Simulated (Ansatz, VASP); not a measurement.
## Sb: VASP beside Ansatz

Contents of INCAR:

```
ALGO = Normal
DIPOL = 0.5 0.5 0.388
EDIFF = 1E-6
ENCUT = 400
GGA = PE
GGA_COMPAT = False
IDIPOL = 3
ISIF = 2
ISMEAR = 0
IVDW = 12
LASPH = True
LCHARG = False
LDIPOL = True
LREAL = False
LWAVE = False
NBANDS = 38
NELM = 120
NELMDL = -8
PREC = Accurate
SIGMA = 0.05
```

The input KPOINTS:

```
k-points
0
Gamma
  9 9 1
```

POSCAR

```
Sb
1.0
    4.0686848921      0.0000000000      0.0000000000
   -2.0343424461      3.5235844766      0.0000000000
    0.0000000000      0.0000000000     20.8000277116
Sb
4
Direct
    0.3333333333      0.6666666667      0.2956733491
    0.6666666667      0.3333333333      0.2163458656
    0.0000000000      1.2222222222      0.5600967399
    0.3333333333      0.8888888889      0.4807692564
```

Input for Ansatz:

```yaml
crystal:
  lattice:
    - [4.0686848921, 0.0, 0.0]
    - [-2.0343424461, 3.5235844766, 0.0]
    - [0.0, 0.0, 20.8000277116]
  atoms:
    - { symbol: Sb, position: [0.3333333333, 0.6666666667, 0.2956733491] }
    - { symbol: Sb, position: [0.6666666667, 0.3333333333, 0.2163458656] }
    - { symbol: Sb, position: [0.0, 1.2222222222, 0.5600967399] }
    - { symbol: Sb, position: [0.3333333333, 0.8888888889, 0.4807692564] }
basis:
  ecutwfc: 420
kpoints:
  mp_grid: { grid: [9, 9, 1] }
hamiltonian:
  xc: pbe
  dispersion: d3bj
scf:
  occupations: { method: gaussian, width: 0.05 }
output:
  forces: true
  eigenvalues: true
efield:
  axis: 3
  dipole_correction: true
  ramp_width: 0.04
```

Alike in both runs: task single point; functional PBE; dispersion D3(BJ); k mesh 9 × 9 × 1; occupations gaussian, width 0.05 eV; no spin polarisation.

|  | VASP | Ansatz |
| --- | --- | --- |
| version | VASP 6.6.1 | Ansatz 0.2.0 |
| potentials or method | VASP PAW PBE potentials, release 64 (Sb_d_GW), cutoff 400 eV | scalar-relativistic, plane waves, PAW |
| valence electrons in the cell | 60 | 60 |

|  | VASP | Ansatz | Ansatz less VASP |
| --- | --- | --- | --- |
| gap on the k mesh at the Fermi level (eV) | 0.87 | 0.87 | -0.002 |
| least direct gap on the mesh (eV) | 1.40 | 1.40 | -0.001 |
| rms of the force components (eV/Å) | 0.019 | 0.021 | +0.0016 |

Atom by atom the forces differ by 0.003 eV/Å (rms over components).

Neither program's run includes spin-orbit coupling.
